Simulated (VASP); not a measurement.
# Si2Ag2Pt (P1) in VASP: single point with PBE

Aim: the single point of Si2Ag2Pt with PBE.

All numbers are computed with VASP 6.6.1; they aren't measurements. Logs are shortened: lines on timing, memory, paths and dates and some standing lists are left out, and cuts for length are marked.

## (1) The cell of the first run

The typed cell holds 5 atoms: a = 3.969 Å, b = 3.969 Å, c = 5.867 Å, α = 70.23°, β = 70.23°, γ = 90.00°.

## (2) Single point, PBE

INCAR

```
SYSTEM = Si2Ag2Pt
PREC = Accurate
ENCUT = 520
EDIFF = 1E-6
ISMEAR = 0
SIGMA = 0.1
LREAL = .False.
LASPH = .True.
NELM = 60
ALGO = Normal
ISIF = 2
LWAVE = .False.
LCHARG = .True.
GGA = PE
LELF = .True.
LVHAR = .True.
NBANDS = 28
```

KPOINTS

```
Automatic mesh
0
Gamma
  4 4 3
  0 0 0
```

POSCAR

```
Si2Ag2Pt
1.0
    0.0000000000      3.9688150000      0.0000001900
    3.9688150000      0.0000000000      0.0000001900
    1.9844077500      1.9844077500     -5.1521178100
Pt Si Ag
1 2 2
Direct
    0.0008040582     -0.0039915798      0.0414021976
    0.2967665812      0.4500612044      0.1939905450
    0.6264885255      0.5370598169      0.8030723236
    0.7165788520      0.2354440548      0.4985724853
    0.2484702637      0.7534101513      0.5053545525
```

Potentials or basis: VASP PAW PBE potentials, release 64 (Pt, Si, Ag).

Command:

```
cat potpaw_PBE.64/Pt/POTCAR potpaw_PBE.64/Si/POTCAR potpaw_PBE.64/Ag/POTCAR > POTCAR
mpirun -np 1 vasp_std > vasp.out
```

OUTCAR:

```text
SYSTEM = Si2Ag2Pt
   PREC = Accurate
   ENCUT = 520
   EDIFF = 1E-6
   ISMEAR = 0
   LREAL = .False.
   LASPH = .True.
   NELM = 60
   ISIF = 2
   GGA = PE

 ion  position               nearest neighbor table
   1  0.001  0.996  0.041-   2 2.51   2 2.69   3 2.85   3 2.89   4 3.01   5 3.06   5 3.16   4 3.17
                             2 3.21   3 3.26   3 3.29   4 3.31   5 3.38   5 3.43
   2  0.297  0.450  0.194-   3 2.13   4 2.33   5 2.46   1 2.51   1 2.69   5 2.71   4 2.77   1 3.21

   3  0.626  0.537  0.803-   2 2.13   4 2.40   5 2.44   5 2.61   4 2.69   1 2.85   1 2.89   1 3.26
                             1 3.29
   4  0.717  0.235  0.499-   2 2.33   3 2.40   5 2.65   3 2.69   2 2.77   5 2.77   5 2.85   5 2.97
                             1 3.01   1 3.17   1 3.31
   5  0.248  0.753  0.505-   3 2.44   2 2.46   3 2.61   4 2.65   2 2.71   4 2.77   4 2.85   4 2.97
                             1 3.06   1 3.16   1 3.38   1 3.43

  LATTYP: Found a body centered tetragonal cell.
 ALAT       =     3.9688150000
 C/A-ratio  =     2.5963004070

  Lattice vectors:

 A1 = (  -1.9844077500,   1.9844072500,   5.1521180000)
 A2 = (   1.9844072500,  -1.9844077500,   5.1521180000)
 A3 = (   1.9844077500,   1.9844077500,  -5.1521178100)

Analysis of symmetry for initial positions (statically):
=====================================================================
 Subroutine PRICEL returns:
 Original cell was already a primitive cell.

 Routine SETGRP: Setting up the symmetry group for a
 body centered tetragonal supercell.

 Subroutine GETGRP returns: Found  1 space group operations
 (whereof  1 operations were pure point group operations)
 out of a pool of 16 trial point group operations.

The static configuration has the point symmetry C_1 .

Analysis of symmetry for dynamics (positions and initial velocities):
=====================================================================
 Subroutine PRICEL returns:
 Original cell was already a primitive cell.

 Routine SETGRP: Setting up the symmetry group for a
 body centered tetragonal supercell.

 Subroutine GETGRP returns: Found  1 space group operations
 (whereof  1 operations were pure point group operations)
 out of a pool of 16 trial point group operations.

The dynamic configuration has the point symmetry C_1 .

 Subroutine INISYM returns: Found  1 space group operations
 (whereof  1 operations are pure point group operations),
 and found     1 'primitive' translations

----------------------------------------------------------------------------------------

                                     Primitive cell

  volume of cell :      81.1535

[... 115 lines left out ...]
   NELM   =     60;   NELMIN=  2; NELMDL= -5     # of ELM steps
   EDIFF  = 0.1E-05   stopping-criterion for ELM
   LREAL  =      F    real-space projection
   EDIFFG = 0.1E-04   stopping-criterion for IOM
   NSW    =      0    number of steps for IOM
   IBRION =     -1    ionic relax: 0-MD 1-quasi-New 2-CG
   NFREE  =      0    steps in history (QN), initial steepest desc. (CG)
   ISIF   =      2    stress and relaxation
   ISYM   =      2    0-nonsym 1-usesym 2-fastsym
   POTIM  = 0.5000    time-step for ionic-motion
   TEBEG  =    0.0;   TEEND  =   0.0 temperature during run
   PSTRESS=    0.0 pullay stress
   NELECT =      40.0000    total number of electrons
   NUPDOWN=      -1.0000    fix difference up-down
   EMIN   =  10.00;   EMAX   =-10.00  energy-range for DOS
   EFERMI =   0.00;   METHOD = LEGACY
   ISMEAR =     0;   SIGMA  =   0.10  broadening in eV -4-tet -1-fermi 0-gaus
   EFERMI_NEDOS =   21; number of points for ismear=-14 and -15
   IALGO  =     38    algorithm
   IMIX   =      4    mixing-type and parameters
     AMIX     =   0.40;   BMIX     =  1.00
     AMIX_MAG =   1.60;   BMIX_MAG =  1.00
  volume/ion in A,a.u.               =      16.23       109.53
  Fermi-wavevector in a.u.,A,eV,Ry     =   1.293180  2.443756 22.753221  1.672315
  Thomas-Fermi vector in A             =   2.424842
   LORBIT       =      0    0 simple, 1 ext, 2 COOP (PROOUT), +10 PAW based schemes
   GGA     = PE    functional components
   LHFCALC =     F    Hartree Fock is set to
   AEXX    =    0.0000 exact exchange contribution
   IVDW    =     0    specifies the selected vdW correction
   LEPSILON=     F    determine dielectric tensor
   LRPA    =     F    only Hartree local field effects (RPA)
 non-spin polarized calculation
 Gauss-broadening in eV      SIGMA  =   0.10
  energy-cutoff  :      520.00
  volume of cell :       81.15
 maximum number of plane-waves:      2203
 NGX is ok and might be reduce to    30
   NGX = 15   NGY = 15   NGZ = 21

 number of electron      40.0000007 magnetization

 Free energy of the ion-electron system (eV)
  ---------------------------------------------------
  ext. energy  EPLUGINS =         0.00000000
  ---------------------------------------------------
  free energy    TOTEN  =       -20.47359625 eV

  energy without entropy =      -20.46245186  energy(sigma->0) =      -20.46802405

 E-fermi :   9.2187     XC(G=0): -11.7995

 val. band max:        9.1768507315   @ k =   0.0000   0.2500   0.3333
 cond. band min:       9.2402897516   @ k =  -0.2500  -0.0000   0.3333
 fundamental gap:      0.0634390201
 Fermi energy:         9.2186502408

 k-point     1 :       0.0000    0.0000    0.0000
  band No.  band energies     occupation
      1      -2.4652      2.00000
      2       0.6485      2.00000
      3       1.5990      2.00000
      4       2.0279      2.00000
      5       2.3409      2.00000
      6       2.5396      2.00000
[... 733 lines left out ...]
     27      15.2428      0.00000
     28      16.1828      0.00000

 [... further k-points ...]
[... 5 lines left out ...]
  --------------------------------------------------------------------------------------
  -------------------------------------------------------------------------------------
  Total        3.4105065      4.5286062      8.4343057      0.4103031      3.3068139     -3.3484695
  in kB       67.3320679     89.4061985    166.5146349      8.1004253     65.2849118    -66.1072999
  external PRESSURE =     107.7509671 kB  Pullay stress =       0.0000000 kB

 VOLUME and BASIS-vectors are now :
 -----------------------------------------------------------------------------
  energy-cutoff  :      520.00
  volume of cell :       81.15
      direct lattice vectors                 reciprocal lattice vectors
     0.000000000  3.968815000  0.000000190    -0.000000005  0.251964373  0.097047479
     3.968815000  0.000000000  0.000000190     0.251964373 -0.000000005  0.097047479
     1.984407750  1.984407750 -5.152117810     0.000000009  0.000000009 -0.194094933

 POSITION                                       TOTAL-FORCE (eV/Angst)
 -----------------------------------------------------------------------------------
      4.03513      0.08535     -0.21331         0.357155      0.210001      0.230695
      2.17117      1.56277     -0.99946         0.154414      0.156664      0.398916
      3.72511      4.08004     -4.13752        -0.256915      0.229484     -0.128278
      1.92381      3.83334     -2.56870        -0.353462     -0.616199     -0.471164
      3.99298      1.98896     -2.60365         0.098807      0.020049     -0.030169
 -----------------------------------------------------------------------------------
    total drift:                               -0.000125      0.000074     -0.000029

  FREE ENERGIE OF THE ION-ELECTRON SYSTEM (eV)
  ---------------------------------------------------
  free  energy   TOTEN  =       -20.4735962491 eV

  energy  without entropy=      -20.4624518557  energy(sigma->0) =      -20.46802405
```

Wall time 33 s (1 thread of Intel Xeon Platinum 8488C (Sapphire Rapids), shared host); peak memory 0.23 GiB.

Results:

```yaml
Free_energy: -20.4736 eV
Pressure: 10.8 GPa
Largest_force: 0.852 eV/Å
Band_gap_on_the_k_mesh: zero (band 20 reaches 9.67 eV, above the bottom of band 21 at 8.91 eV)
```

Forces in eV/Å, atoms in the order of the input:
```
Pt   0.357  0.210  0.231
Si   0.154  0.157  0.399
Si  -0.257  0.229 -0.128
Ag  -0.353 -0.616 -0.471
Ag   0.099  0.020 -0.030
```

Stress tensor (GPa, compression positive):
```
 6.73  0.81 -6.61
 0.81  8.94  6.53
-6.61  6.53 16.65
```

Levels at points of the mesh, in eV from the Fermi level:
| k point | band 18 | band 19 | band 20 | band 21 | band 22 | band 23 |
| --- | --- | --- | --- | --- | --- | --- |
| (0.00, 0.00, 0.00) | -1.36 | -0.05 | 0.22 | 0.58 | 1.45 | 1.56 |
| (0.50, 0.00, 0.00) | -1.92 | -1.24 | -0.10 | 1.89 | 2.59 | 2.82 |
| (0.00, 0.50, 0.00) | -2.17 | -1.06 | 0.20 | 1.76 | 1.88 | 2.74 |
| (0.50, 0.50, 0.00) | -2.07 | -1.87 | -1.20 | 0.10 | 0.26 | 1.87 |

Caveat: the k points lie up to 0.42 Å⁻¹ apart; spin-orbit coupling is left out, which moves the levels of the heavy elements.
